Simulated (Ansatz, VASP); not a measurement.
**Two plane-wave programs on MoS2**

INCAR

```
PREC     = Accurate       # precision mode
ENCUT    = 520            # plane-wave cutoff, eV
EDIFF    = 1E-7           # SCF threshold, eV
ISMEAR   = 0              # smearing method
SIGMA    = 0.05           # smearing width, eV
LREAL    = False          # projectors in reciprocal space
LASPH    = True           # aspherical terms in the spheres
NELM     = 80             # most SCF steps
ALGO     = Normal         # electronic algorithm
ISIF     = 2              # what is computed and relaxed
LWAVE    = False          # write WAVECAR
LCHARG   = False          # write CHGCAR
GGA      = PS             # functional
NBANDS   = 35             # bands
```

The input KPOINTS:

```
regular mesh
0
Gamma
  10 10 2
```

The input POSCAR:

```
MoS2
1.0
   -3.1414322132      0.0000000000      0.0000000000
   -1.5707161066     -2.7205601009      0.0000000000
   -3.5341112399     -2.0404200757     12.5788195080
Mo S
2 4
Direct
    0.1458333333      0.1458333333      0.2500000000
    0.1041666667      0.1041666667      0.7500000000
   -0.1362070482     -0.1362070482      0.6260538420
    0.5721262852      0.5721262852      0.1260538420
   -0.3221262852     -0.3221262852      0.8739461580
    0.3862070482      0.3862070482      0.3739461580
```

Input for Ansatz:

```yaml
crystal:
  lattice:
    - [-3.1414322132, 0.0, 0.0]
    - [-1.5707161066, -2.7205601009, 0.0]
    - [-3.5341112399, -2.0404200757, 12.578819508]
  atoms:
    - { symbol: Mo, position: [0.1458333333, 0.1458333333, 0.25] }
    - { symbol: Mo, position: [0.1041666667, 0.1041666667, 0.75] }
    - { symbol: S, position: [-0.1362070482, -0.1362070482, 0.626053842] }
    - { symbol: S, position: [0.5721262852, 0.5721262852, 0.126053842] }
    - { symbol: S, position: [-0.3221262852, -0.3221262852, 0.873946158] }
    - { symbol: S, position: [0.3862070482, 0.3862070482, 0.373946158] }
basis:
  ecutwfc: 420
kpoints:
  mp_grid: { grid: [10, 10, 2] }
hamiltonian:
  xc: pbesol
scf:
  occupations: { method: gaussian, width: 0.05 }
output:
  forces: true
  stress: true
  eigenvalues: true
  write_density: true
  write_potential: true
  elf: true
  volumetric_format: npy
```

Alike in both runs: task single point; functional PBEsol; k mesh 10 × 10 × 2; occupations gaussian, width 0.05 eV; no spin polarisation.

```csv
,VASP,Ansatz
version,VASP 6.6.1,Ansatz 0.2.0
potentials or method,"VASP PAW PBE potentials, release 64 (Mo_sv, S), cutoff 520 eV","scalar-relativistic, plane waves, PAW"
valence electrons in the cell,52,52
```

VASP gave:

* gap on the k mesh at the Fermi level (eV): 0.98
* least direct gap on the mesh (eV): 1.98
* pressure (GPa): 0.5
* traceless stress, the component that is largest in VASP (GPa): 0.87
* rms of the force components (eV/Å): 0.081

Problem. Estimate Ansatz's values.

Solution. gap on the k mesh at the Fermi level (eV): 0.96; least direct gap on the mesh (eV): 1.97; pressure (GPa): 0.5; traceless stress, the component that is largest in VASP (GPa): 0.88; rms of the force components (eV/Å): 0.080.

VASP's potentials were made for PBE, not for PBEsol. Atom by atom the forces differ by 0.000 eV/Å (rms over components).
